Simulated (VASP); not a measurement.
# SiC (Moissanite) (P6_3mc) in VASP: further runs

Runs on SiC (Moissanite). Level: PBE. Tasks: single point.

Program: VASP 6.6.1. These are calculated values, not measurements. Logs are shortened: lines on timing, memory, paths and dates and some standing lists are left out, and cuts for length are marked.

### 1 The cell of the first run

The structure is hexagonal, space group P6_3mc (No. 186). Conventional cell: a = 3.076 Å, b = 3.076 Å, c = 5.048 Å, α = 90.00°, β = 90.00°, γ = 120.00°. Within 2.5 Å of Si (site symmetry 3m) lie 4 C at 1.87 to 1.94 Å. Within 2.5 Å of C (site symmetry 3m) lie 4 Si at 1.87 to 1.94 Å.

### 2 Single point, PBE

Contents of INCAR:

```
SYSTEM = SiC
PREC     = Accurate       ! precision mode
ENCUT    = 600            ! plane-wave cutoff, eV
EDIFF    = 1E-6           ! SCF threshold, eV
ISMEAR   = 0              ! smearing method
SIGMA    = 0.01           ! smearing width, eV
LREAL    = .False.        ! projectors in reciprocal space
LASPH    = .True.         ! aspherical terms in the spheres
NELM     = 120            ! most SCF steps
ALGO     = Normal         ! electronic algorithm
ISIF     = 2              ! what is computed and relaxed
LWAVE    = .False.        ! write WAVECAR
LCHARG   = .True.         ! write CHGCAR
GGA      = PE             ! functional
LELF     = .True.         ! ELF
LVHAR    = .True.       
NBANDS   = 16             ! bands
GGA_COMPAT= .False.
```

Contents of KPOINTS:

```
regular mesh
0
Gamma
  6 6 4
  0 0 0
```

Contents of POSCAR:

```
SiC
1.0
    3.0760000000      0.0000000000      0.0000000000
   -1.5380000000      2.6638941420      0.0000000000
    0.0000000000      0.0000000000      5.0480000000
Si C
2 2
Direct
    0.3333333333      0.6666666667      0.0000000000
    0.6666666667      0.3333333333      0.5000000000
    0.3333333333      0.6666666667      0.3850000000
    0.6666666667      0.3333333333      0.8850000000
```

Potentials or basis: VASP PAW PBE potentials, release 64 (Si, C).

Run with:

```sh
$ cat potpaw_PBE.64/Si/POTCAR potpaw_PBE.64/C/POTCAR > POTCAR
$ mpirun -np 1 vasp_std > vasp.out
```

OUTCAR:

```text
SYSTEM = SiC
   PREC = Accurate
   ENCUT = 600
   EDIFF = 1E-6
   ISMEAR = 0
   LREAL = .False.
   LASPH = .True.
   NELM = 120
   ISIF = 2
   GGA = PE

 ion  position               nearest neighbor table
   1  0.333  0.667  0.000-   4 1.87   4 1.87   4 1.87   3 1.94   2 3.09   2 3.09   2 3.09   2 3.09
                             2 3.09   2 3.09
   2  0.667  0.333  0.500-   3 1.87   3 1.87   3 1.87   4 1.94   1 3.09   1 3.09   1 3.09   1 3.09
                             1 3.09   1 3.09
   3  0.333  0.667  0.385-   2 1.87   2 1.87   2 1.87   1 1.94
   4  0.667  0.333  0.885-   1 1.87   1 1.87   1 1.87   2 1.94

  LATTYP: Found a hexagonal cell.
 ALAT       =     3.0760000000
 C/A-ratio  =     1.6410923277

  Lattice vectors:

 A1 = (   3.0760000000,   0.0000000000,   0.0000000000)
 A2 = (  -1.5380000000,   2.6638941420,   0.0000000000)
 A3 = (   0.0000000000,   0.0000000000,   5.0480000000)

Analysis of symmetry for initial positions (statically):
=====================================================================
 Subroutine PRICEL returns:
 Original cell was already a primitive cell.

 Routine SETGRP: Setting up the symmetry group for a
 hexagonal supercell.

 Subroutine GETGRP returns: Found 12 space group operations
 (whereof  6 operations were pure point group operations)
 out of a pool of 24 trial point group operations.

The static configuration has the point symmetry C_3v.
 The point group associated with its full space group is C_6v.

Analysis of symmetry for dynamics (positions and initial velocities):
=====================================================================
 Subroutine PRICEL returns:
 Original cell was already a primitive cell.

 Routine SETGRP: Setting up the symmetry group for a
 hexagonal supercell.

 Subroutine GETGRP returns: Found 12 space group operations
 (whereof  6 operations were pure point group operations)
 out of a pool of 24 trial point group operations.

The dynamic configuration has the point symmetry C_3v.
 The point group associated with its full space group is C_6v.

 Subroutine INISYM returns: Found 12 space group operations
 (whereof  6 operations are pure point group operations),
 and found     1 'primitive' translations

----------------------------------------------------------------------------------------

                                     Primitive cell

  volume of cell :      41.3640

  direct lattice vectors                    reciprocal lattice vectors
     3.076000000  0.000000000  0.000000000     0.325097529  0.187695146  0.000000000
    -1.538000000  2.663894142  0.000000000     0.000000000  0.375390292  0.000000000
     0.000000000  0.000000000  5.048000000     0.000000000  0.000000000  0.198098257

  length of vectors
     3.076000000  3.076000000  5.048000000     0.375390292  0.375390292  0.198098257

  position of ions in fractional coordinates (direct lattice)
     0.333333333  0.666666667  0.000000000
     0.666666667  0.333333333  0.500000000
     0.333333333  0.666666667  0.385000000
     0.666666667  0.333333333  0.885000000

  ion indices of the primitive-cell ions
   primitive index   ion index
                 1           1
                 2           2
                 3           3
                 4           4

----------------------------------------------------------------------------------------

 KPOINTS: regular mesh

Automatic generation of k-mesh.
 Grid dimensions read from file:
 generate k-points for:    6    6    4

 Generating k-lattice:

  Cartesian coordinates                     Fractional coordinates (reciprocal lattice)
     0.054182922  0.031282524  0.000000000     0.166666667  0.000000000  0.000000000
     0.000000000  0.062565049  0.000000000     0.000000000  0.166666667  0.000000000
     0.000000000  0.000000000  0.049524564     0.000000000  0.000000000  0.250000000

  Length of vectors
     0.062565049  0.062565049  0.049524564

  Shift w.r.t. Gamma in fractional coordinates (k-lattice)
     0.000000000  0.000000000  0.000000000

 Subroutine IBZKPT returns following result:
 ===========================================

 Found     21 irreducible k-points:

 Following reciprocal coordinates:
            Coordinates               Weight
  0.000000  0.000000  0.000000      1.000000
  0.166667  0.000000  0.000000      6.000000
  0.333333 -0.000000  0.000000      6.000000
  0.500000 -0.000000  0.000000      3.000000
  0.166667  0.166667  0.000000      6.000000
  0.333333  0.166667  0.000000     12.000000
[... 13 lines left out ...]
  0.333333  0.166667  0.500000     12.000000
  0.333333  0.333333  0.500000      2.000000
   k-points           NKPTS =     21   k-points in BZ     NKDIM =     21   number of bands    NBANDS=     16
   number of dos      NEDOS =    301   number of ions     NIONS =      4
   total plane-waves  NPLWV =  31360
   dimension x,y,z NGX =    28 NGY =   28 NGZ =   40
   dimension x,y,z NGXF=    56 NGYF=   56 NGZF=   80
   ions per type =               2   2
   NGX,Y,Z   is equivalent  to a cutoff of  15.13, 15.13, 13.17 a.u.
   NGXF,Y,Z  is equivalent  to a cutoff of  30.27, 30.27, 26.35 a.u.
 SYSTEM =  SiC
   PREC   = accura    normal or accurate (medium, high low for compatibility)
   ISTART =      0    job   : 0-new  1-cont  2-samecut
   ICHARG =      2    charge: 1-file 2-atom 10-const
   ISPIN  =      1    spin polarized calculation?
   LNONCOLLINEAR =      F non collinear calculations
   LSORBIT =      F    spin-orbit coupling
   LASPH  =      T    aspherical Exc in radial PAW
   ENCUT  =  600.0 eV  44.10 Ry    6.64 a.u.   6.14  6.14 10.08*2*pi/ulx,y,z
   NELM   =    120;   NELMIN=  2; NELMDL= -5     # of ELM steps
   EDIFF  = 0.1E-05   stopping-criterion for ELM
   LREAL  =      F    real-space projection
   EDIFFG = 0.1E-04   stopping-criterion for IOM
   NSW    =      0    number of steps for IOM
   IBRION =     -1    ionic relax: 0-MD 1-quasi-New 2-CG
   NFREE  =      0    steps in history (QN), initial steepest desc. (CG)
   ISIF   =      2    stress and relaxation
   ISYM   =      2    0-nonsym 1-usesym 2-fastsym
   POTIM  = 0.5000    time-step for ionic-motion
   TEBEG  =    0.0;   TEEND  =   0.0 temperature during run
   PSTRESS=    0.0 pullay stress
   NELECT =      16.0000    total number of electrons
   NUPDOWN=      -1.0000    fix difference up-down
   EMIN   =  10.00;   EMAX   =-10.00  energy-range for DOS
   EFERMI =   0.00;   METHOD = LEGACY
   ISMEAR =     0;   SIGMA  =   0.01  broadening in eV -4-tet -1-fermi 0-gaus
   EFERMI_NEDOS =   21; number of points for ismear=-14 and -15
   IALGO  =     38    algorithm
   IMIX   =      4    mixing-type and parameters
     AMIX     =   0.40;   BMIX     =  1.00
     AMIX_MAG =   1.60;   BMIX_MAG =  1.00
  volume/ion in A,a.u.               =      10.34        69.78
  Fermi-wavevector in a.u.,A,eV,Ry     =   1.192817  2.254098 19.358549  1.422813
  Thomas-Fermi vector in A             =   2.328847
   LORBIT       =      0    0 simple, 1 ext, 2 COOP (PROOUT), +10 PAW based schemes
   GGA     = PE    functional components
   LHFCALC =     F    Hartree Fock is set to
   AEXX    =    0.0000 exact exchange contribution
   IVDW    =     0    specifies the selected vdW correction
   LEPSILON=     F    determine dielectric tensor
   LRPA    =     F    only Hartree local field effects (RPA)
 non-spin polarized calculation
 Gauss-broadening in eV      SIGMA  =   0.01
  energy-cutoff  :      600.00
  volume of cell :       41.36
 maximum number of plane-waves:      1404
 NGX is ok and might be reduce to    28
   NGX = 13   NGY = 13   NGZ = 21

 number of electron      16.0000001 magnetization

 Free energy of the ion-electron system (eV)
  ---------------------------------------------------
  ext. energy  EPLUGINS =         0.00000000
  ---------------------------------------------------
  free energy    TOTEN  =       -30.06040628 eV

  energy without entropy =      -30.06040628  energy(sigma->0) =      -30.06040628

 E-fermi :   8.5197     XC(G=0): -11.3476

 val. band max:        8.4122941144   @ k =   0.0000   0.0000   0.0000
 cond. band min:      10.7325380665   @ k =   0.3333   0.3333   0.0000
 fundamental gap:      2.3202439521
 Fermi energy:         8.5197352911

 k-point     1 :       0.0000    0.0000    0.0000
  band No.  band energies     occupation
      1      -7.3137      2.00000
      2      -3.8110      2.00000
      3      -0.2822      2.00000
      4       6.8557      2.00000
      5       6.8557      2.00000
      6       8.1368      2.00000
[... 8 lines left out ...]
     15      17.1137      0.00000
     16      19.7546      0.00000

 k-point     2 :       0.1667    0.0000    0.0000
  band No.  band energies     occupation
      1      -6.8340      2.00000
      2      -3.4046      2.00000
      3       0.1576      2.00000
      4       4.6999      2.00000
      5       6.1764      2.00000
      6       6.5758      2.00000
[... 8 lines left out ...]
     15      17.7316      0.00000
     16      18.1245      0.00000

 k-point     3 :       0.3333   -0.0000    0.0000
  band No.  band energies     occupation
      1      -5.4622      2.00000
      2      -2.4248      2.00000
      3       0.9033      2.00000
      4       2.0523      2.00000
      5       3.7863      2.00000
      6       5.2375      2.00000
[... 8 lines left out ...]
     15      19.0753      0.00000
     16      20.2119      0.00000

 k-point     4 :       0.5000   -0.0000    0.0000
  band No.  band energies     occupation
      1      -3.9811      2.00000
      2      -2.5223      2.00000
      3       0.4174      2.00000
      4       1.8626      2.00000
      5       2.9810      2.00000
      6       4.8695      2.00000
[... 8 lines left out ...]
     15      18.5568      0.00000
     16      20.6119      0.00000
[... 267 lines left out ...]
 k-point    19 :       0.1667    0.1667    0.5000
  band No.  band energies     occupation
      1      -4.7676      2.00000
      2      -4.7676      2.00000
      3       2.9157      2.00000
      4       2.9157      2.00000
      5       5.2268      2.00000
      6       5.2268      2.00000
[... 8 lines left out ...]
     15      18.5880      0.00000
     16      18.5880      0.00000

 k-point    20 :       0.3333    0.1667    0.5000
  band No.  band energies     occupation
      1      -3.2821      2.00000
      2      -3.2821      2.00000
      3       0.7356      2.00000
      4       0.7356      2.00000
      5       4.1070      2.00000
      6       4.1070      2.00000
[... 8 lines left out ...]
     15      19.9139      0.00000
     16      19.9139      0.00000

 k-point    21 :       0.3333    0.3333    0.5000
  band No.  band energies     occupation
      1      -2.5025      2.00000
      2      -2.5025      2.00000
      3       0.4764      2.00000
      4       0.4764      2.00000
      5       2.5561      2.00000
      6       2.5561      2.00000
[... 8 lines left out ...]
     15      19.8125      0.00000
     16      19.8125      0.00000

------------------------ aborting loop because EDIFF is reached ----------------------------------------

  FORCE on cell =-STRESS in cart. coord.  units (eV):
  Direction    XX          YY          ZZ          XY          YZ          ZX
  --------------------------------------------------------------------------------------
  -------------------------------------------------------------------------------------
  Total        1.3319943      1.3319943      0.0472264      0.0000000     -0.0000000      0.0000000
  in kB       51.5929444     51.5929444      1.8292489      0.0000000     -0.0000000      0.0000000
  external PRESSURE =      35.0050459 kB  Pullay stress =       0.0000000 kB

 VOLUME and BASIS-vectors are now :
 -----------------------------------------------------------------------------
  energy-cutoff  :      600.00
  volume of cell :       41.36
      direct lattice vectors                 reciprocal lattice vectors
     3.076000000  0.000000000  0.000000000     0.325097529  0.187695146  0.000000000
    -1.538000000  2.663894142  0.000000000     0.000000000  0.375390292  0.000000000
     0.000000000  0.000000000  5.048000000     0.000000000  0.000000000  0.198098257

 POSITION                                       TOTAL-FORCE (eV/Angst)
 -----------------------------------------------------------------------------------
     -0.00000      1.77593      0.00000        -0.000000     -0.000000      0.745076
      1.53800      0.88796      2.52400         0.000000      0.000000      0.745076
     -0.00000      1.77593      1.94348        -0.000000      0.000000     -0.745076
      1.53800      0.88796      4.46748         0.000000      0.000000     -0.745076
 -----------------------------------------------------------------------------------
    total drift:                               -0.000000      0.000000     -0.000167

  FREE ENERGIE OF THE ION-ELECTRON SYSTEM (eV)
  ---------------------------------------------------
  free  energy   TOTEN  =       -30.0604062769 eV

  energy  without entropy=      -30.0604062769  energy(sigma->0) =      -30.06040628
```

It took 14 s on 1 thread of Intel Xeon Platinum 8488C (Sapphire Rapids), shared host; peak memory 0.17 GiB.

What came out:

* Free energy: -30.0604 eV
* Pressure: 3.5 GPa
* Largest force: 0.745 eV/Å
* Band gap on the k mesh: 2.32 eV, indirect (least direct gap 4.07 eV)

Forces in eV/Å, atoms in the order of the input:
```
Si   0.000  0.000  0.745
Si   0.000  0.000  0.745
C    0.000  0.000 -0.745
C    0.000  0.000 -0.745
```

Levels at points of the mesh, in eV from the valence-band top:
| k point | band 5 | band 6 | band 7 | band 8 | band 9 | band 10 | band 11 | band 12 |
| --- | --- | --- | --- | --- | --- | --- | --- | --- |
| (0.00, 0.00, 0.00) | -1.56 | -0.28 | -0.28 | 0.00 | 4.62 | 6.02 | 6.50 | 6.50 |
| (0.50, 0.00, 0.00) | -5.43 | -3.54 | -3.26 | -1.49 | 2.59 | 4.19 | 6.74 | 7.20 |
| (0.00, 0.00, 0.50) | -0.97 | -0.97 | -0.97 | -0.97 | 5.71 | 5.71 | 7.17 | 7.17 |
| (0.50, 0.00, 0.50) | -2.69 | -2.69 | -2.34 | -2.34 | 3.16 | 3.16 | 4.99 | 4.99 |

### 3 Single point, PBE

Contents of INCAR:

```
PREC     = Accurate       # precision mode
ENCUT    = 600            # plane-wave cutoff, eV
EDIFF    = 1E-6           # SCF threshold, eV
ISMEAR   = 0              # smearing method
SIGMA    = 0.01           # smearing width, eV
LREAL    = False          # projectors in reciprocal space
LASPH    = True           # aspherical terms in the spheres
NELM     = 120            # most SCF steps
ALGO     = Normal         # electronic algorithm
ISIF     = 2              # what is computed and relaxed
LWAVE    = False          # write WAVECAR
LCHARG   = False          # write CHGCAR
GGA      = PE             # functional
NBANDS   = 16             # bands
GGA_COMPAT= False
```

Contents of KPOINTS:

```
regular mesh
0
Gamma
  6 6 4
```

POSCAR is that of step 2.

Potentials or basis: VASP PAW PBE potentials, release 64 (Si, C).

Run with:

```sh
$ cat potpaw_PBE.64/Si/POTCAR potpaw_PBE.64/C/POTCAR > POTCAR
$ mpirun -np 1 vasp_std > vasp.out
```

OUTCAR:

```text
PREC = Accurate
   ENCUT = 600
   EDIFF = 1E-6
   ISMEAR = 0
   LREAL = False
   LASPH = True
   NELM = 120
   ISIF = 2
   GGA = PE

 ion  position               nearest neighbor table
   1  0.333  0.667  0.000-   4 1.87   4 1.87   4 1.87   3 1.94   2 3.09   2 3.09   2 3.09   2 3.09
                             2 3.09   2 3.09
   2  0.667  0.333  0.500-   3 1.87   3 1.87   3 1.87   4 1.94   1 3.09   1 3.09   1 3.09   1 3.09
                             1 3.09   1 3.09
   3  0.333  0.667  0.385-   2 1.87   2 1.87   2 1.87   1 1.94
   4  0.667  0.333  0.885-   1 1.87   1 1.87   1 1.87   2 1.94

  LATTYP: Found a hexagonal cell.
 ALAT       =     3.0760000000
 C/A-ratio  =     1.6410923277

  Lattice vectors:

 A1 = (   3.0760000000,   0.0000000000,   0.0000000000)
 A2 = (  -1.5380000000,   2.6638941420,   0.0000000000)
 A3 = (   0.0000000000,   0.0000000000,   5.0480000000)

Analysis of symmetry for initial positions (statically):
=====================================================================
 Subroutine PRICEL returns:
 Original cell was already a primitive cell.

[... 175 lines left out ...]
 cond. band min:      10.7325380665   @ k =   0.3333   0.3333   0.0000
 fundamental gap:      2.3202439521
 Fermi energy:         8.5197352911

 k-point     1 :       0.0000    0.0000    0.0000
  band No.  band energies     occupation
      1      -7.3137      2.00000
      2      -3.8110      2.00000
      3      -0.2822      2.00000
      4       6.8557      2.00000
      5       6.8557      2.00000
      6       8.1368      2.00000
[... 376 lines left out ...]
      3       0.4764      2.00000
      4       0.4764      2.00000
      5       2.5561      2.00000
      6       2.5561      2.00000
[... 8 lines left out ...]
     15      19.8125      0.00000
     16      19.8125      0.00000

------------------------ aborting loop because EDIFF is reached ----------------------------------------

  FORCE on cell =-STRESS in cart. coord.  units (eV):
  Direction    XX          YY          ZZ          XY          YZ          ZX
  --------------------------------------------------------------------------------------
  -------------------------------------------------------------------------------------
  Total        1.3319943      1.3319943      0.0472264      0.0000000     -0.0000000      0.0000000
  in kB       51.5929444     51.5929444      1.8292489      0.0000000     -0.0000000      0.0000000
  external PRESSURE =      35.0050459 kB  Pullay stress =       0.0000000 kB

 VOLUME and BASIS-vectors are now :
 -----------------------------------------------------------------------------
  energy-cutoff  :      600.00
  volume of cell :       41.36
      direct lattice vectors                 reciprocal lattice vectors
     3.076000000  0.000000000  0.000000000     0.325097529  0.187695146  0.000000000
    -1.538000000  2.663894142  0.000000000     0.000000000  0.375390292  0.000000000
     0.000000000  0.000000000  5.048000000     0.000000000  0.000000000  0.198098257

 POSITION                                       TOTAL-FORCE (eV/Angst)
 -----------------------------------------------------------------------------------
     -0.00000      1.77593      0.00000        -0.000000     -0.000000      0.745076
      1.53800      0.88796      2.52400         0.000000      0.000000      0.745076
     -0.00000      1.77593      1.94348        -0.000000      0.000000     -0.745076
      1.53800      0.88796      4.46748         0.000000      0.000000     -0.745076
 -----------------------------------------------------------------------------------
    total drift:                               -0.000000      0.000000     -0.000167

  FREE ENERGIE OF THE ION-ELECTRON SYSTEM (eV)
  ---------------------------------------------------
  free  energy   TOTEN  =       -30.0604062769 eV

  energy  without entropy=      -30.0604062769  energy(sigma->0) =      -30.06040628
```

stdout:

```text
POSCAR found type information on POSCAR SiC
 POSCAR found :  2 types and       4 ions
 scaLAPACK will be used
 LDA part: xc-table for (Slater+PW92), standard interpolation
 POSCAR, INCAR and KPOINTS ok, starting setup
 FFT: planning ... GRIDC
 FFT: planning ... GRID_SOFT
 FFT: planning ... GRID
 WAVECAR not read
 entering main loop
```

It took 13 s on 1 thread of Intel Xeon Platinum 8488C (Sapphire Rapids), shared host; peak memory 0.17 GiB.

What came out:

```yaml
Free_energy: -30.0604 eV
Pressure: 3.5 GPa
Largest_force: 0.745 eV/Å
Band_gap_on_the_k_mesh: 2.32 eV, indirect (least direct gap 4.07 eV)
```

Forces in eV/Å, atoms in the order of the input:
```
Si   0.000  0.000  0.745
Si   0.000  0.000  0.745
C    0.000  0.000 -0.745
C    0.000  0.000 -0.745
```

Stress tensor (GPa, compression positive):
```
5.16 0.00 0.00
0.00 5.16 0.00
0.00 0.00 0.18
```
